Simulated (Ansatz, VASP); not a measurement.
**MgO in VASP and in Ansatz**

The input INCAR:

```
SYSTEM = MgO
  ALGO = Normal
  EDIFF = 1E-6
  ENCUT = 600
  GGA = CA
  GGA_COMPAT = .FALSE.
  ISIF = 2
  ISMEAR = 0
  LASPH = .TRUE.
  LCHARG = .FALSE.
  LREAL = .FALSE.
  LWAVE = .FALSE.
  NBANDS = 11
  NELM = 120
  PREC = Accurate
  SIGMA = 0.05
```

Contents of KPOINTS:

```
k-points
0
G
  6 6 6
  0 0 0
```

The input POSCAR:

```
MgO
1.0
    0.0000000000      2.1351500000      2.1351500000
    2.1351500000      0.0000000000      2.1351500000
    2.1351500000      2.1351500000      0.0000000000
Mg O
1 1
Direct
   -0.0263447533     -0.0263447533      0.0263447533
    0.5000000000      0.5000000000      0.5000000000
```

Input for Ansatz:

```yaml
crystal:
  lattice:
    - [0.0, 2.13515, 2.13515]
    - [2.13515, 0.0, 2.13515]
    - [2.13515, 2.13515, 0.0]
  atoms:
    - { symbol: Mg, position: [-0.0263447533, -0.0263447533, 0.0263447533] }
    - { symbol: O, position: [0.5, 0.5, 0.5] }
basis:
  ecutwfc: 420
kpoints:
  mp_grid: { grid: [6, 6, 6] }
hamiltonian:
  xc: lda
scf:
  occupations: { method: gaussian, width: 0.05 }
output:
  forces: true
  stress: true
  eigenvalues: true
```

Change from the starting cell: all Mg atoms moved +0.113 Å, as atom 1 towards its neighbour atom 2 (O) at 2.135 Å.

Alike in both runs: task single point; functional LDA; k mesh 6 × 6 × 6; occupations gaussian, width 0.05 eV; no spin polarisation.

```csv
,VASP,Ansatz
version,VASP 6.6.1,Ansatz 0.2.0
potentials or method,"VASP PAW LDA potentials, release 64 (Mg, O), cutoff 600 eV","scalar-relativistic, plane waves, PAW"
valence electrons in the cell,8,16
```

```tsv
	VASP	Ansatz	Ansatz less VASP
gap on the k mesh at the Fermi level (eV)	4.26	4.26	-0.001
least direct gap on the mesh (eV)	4.26	4.26	-0.001
pressure (GPa)	-12.4	-10.5	+1.88
traceless stress, the component that is largest in VASP (GPa)	2.51	2.46	-0.053
rms of the force components (eV/Å)	0.292	0.283	-0.0083
```

LDA's correlation is that of Perdew and Zunger in VASP and of Perdew and Wang (1992) in Ansatz. Atom by atom the forces differ by 0.008 eV/Å (rms over components). VASP's potentials hold 8 valence electrons a cell and Ansatz's 16, so a difference there can come from the potentials and not from the codes.

The k mesh is coarse, so the values compare programs but aren't converged.
